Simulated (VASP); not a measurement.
CoO, 2 atoms in the cell. It takes space group Pm-3m (No. 221, cubic). The conventional cell has a = 2.571 Å, b = 2.571 Å, c = 2.571 Å, α = 90.00°, β = 90.00°, γ = 90.00°. Co (site symmetry m-3m) has 8 O at 2.23 Å and 6 Co at 2.57 Å within 2.9 Å. Within 2.9 Å of O (site symmetry m-3m) lie 8 Co at 2.23 Å and 6 O at 2.57 Å. 

```yaml
Program: VASP 6.6.1
Task: single point
Functional: PBE
Potentials_or_basis: VASP PAW PBE potentials, release 64 (Co, O)
Cutoff: 520 eV
k_mesh: 9 × 9 × 9
Occupations: gaussian, width 0.05 eV
Spin: collinear spin, ferromagnetic start
Starting_moments: "[2.0, 0.0] μB"
Hubbard_terms: Co d U = 3.0 eV
Dipole_correction: no
Further_INCAR_settings: ALGO = Normal; EDIFF = 1e-07; NBANDS = 18
```

Potentials or basis: VASP PAW PBE potentials, release 64 (Co, O).

Run with:

```sh
$ cat potpaw_PBE.64/Co/POTCAR potpaw_PBE.64/O/POTCAR > POTCAR
$ mpirun -np 1 vasp_std > vasp.out
```

Hardware: 1 thread of AMD EPYC 7R13 Processor (Zen 3) (shared host).

Question: How long does it take, and how much memory?

Answer: It took 35 s on 1 thread of AMD EPYC 7R13 Processor (Zen 3), on a shared host, peak memory 0.11 GiB. Counts: scf iterations 18, k points 35.
